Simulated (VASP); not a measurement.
A run of VASP 6.6.1:

Contents of INCAR:

```
ALGO = Normal ; EDIFF = 1E-6
ENCUT = 520 ; GGA = PE
ISIF = 2 ; ISMEAR = 1
LASPH = True ; LCHARG = False
LREAL = False ; LWAVE = False
NBANDS = 16 ; NELM = 80
PREC = Accurate ; SIGMA = 0.2
```

Contents of KPOINTS:

```
k-points
0
Gamma
  14 14 8
```

The input POSCAR:

```
InSb
1.0
    3.0766560000      0.0000000000      0.0000000000
    0.0000000000      3.0766560000      0.0000000000
    0.0000000000      0.0000000000      6.2154700000
In Sb
1 1
Direct
    0.0000000000      0.0000000000      0.0000000000
    0.0000000000      0.0000000000      0.5000000000
```

Potentials or basis: VASP PAW PBE potentials, release 64 (In_d, Sb).

Run with:

```console
$ cat potpaw_PBE.64/In_d/POTCAR potpaw_PBE.64/Sb/POTCAR > POTCAR
$ mpirun -np 1 vasp_std > vasp.out
```

Hardware: 1 thread of Intel Xeon 6975P-C, with other jobs on the host.

Q: How long does it take, and how much memory?

A: Wall time 76 s on 1 thread of Intel Xeon 6975P-C, with other jobs on the host, peak memory 0.31 GiB. Counts: scf iterations 11, k points 180.
